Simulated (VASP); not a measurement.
Set up this calculation in VASP 6.6.1, as the native input.

| Property | Result |
| --- | --- |
| Task | single point |
| Functional | r2SCAN |
| Potentials or basis | VASP PAW PBE potentials, release 64 (Al) |
| Cutoff | 520 eV |
| k mesh | 20 × 20 × 20 |
| Occupations | gaussian, width 0.15 eV |
| Spin | no spin polarisation |
| Dipole correction | no |
| Further INCAR settings | ALGO = Normal; EDIFF = 1e-07; NBANDS = 8 |

Al:

```
Al
1.0
    -1.55144    1.55144    1.55144
     1.55144   -1.55144    1.55144
     1.55144    1.55144   -1.55144
Al
1
Cartesian
  0.0000 0.0000 0.0000
```

This cell differs from its parent crystal: strain -0.025 along x and y, -0.025 along z.

These files were run (other wordings do the same):

POSCAR

```
Al
1.0
   -1.5514382228      1.5514382228      1.5514382228
    1.5514382228     -1.5514382228      1.5514382228
    1.5514382228      1.5514382228     -1.5514382228
Al
1
Direct
    0.0000000000      0.0000000000      0.0000000000
```

INCAR.step1

```
ALGO = Normal ; EDIFF = 1E-4
ENCUT = 520 ; GGA = PE
ISMEAR = 0 ; LASPH = T
LCHARG = F ; LREAL = F
LWAVE = T ; NBANDS = 8
NELM = 80 ; PREC = Accurate
SIGMA = 0.15
```

INCAR.step2

```
ALGO = Normal ; EDIFF = 1E-7
ENCUT = 520 ; ISIF = 2
ISMEAR = 0 ; ISTART = 1
LASPH = T ; LCHARG = T
LELF = T ; LMIXTAU = T
LREAL = F ; LVHAR = T
LWAVE = F ; METAGGA = R2SCAN
NBANDS = 8 ; NELM = 80
PREC = Accurate ; SIGMA = 0.15
```

KPOINTS

```
k-points
0
Gamma
  20 20 20
```

Potentials or basis: VASP PAW PBE potentials, release 64 (Al).

Run with:

```console
$ cat potpaw_PBE.64/Al/POTCAR > POTCAR
$ cp INCAR.step1 INCAR
$ mpirun -np 1 vasp_std > vasp.out
$ cp INCAR.step2 INCAR
$ mpirun -np 1 vasp_std > vasp.out
```

It gave:

```yaml
Pressure: 7.6 GPa
```

Caveat: the cell differs from its parent crystal (strain -0.025 along x and y, -0.025 along z); the PAW data sets were made with another functional, which shifts forces and pressure a little.

Run time: 37 s on 1 thread of Intel(R) Xeon(R) 6975P-C (Granite Rapids), on a shared host, peak memory 0.14 GiB.
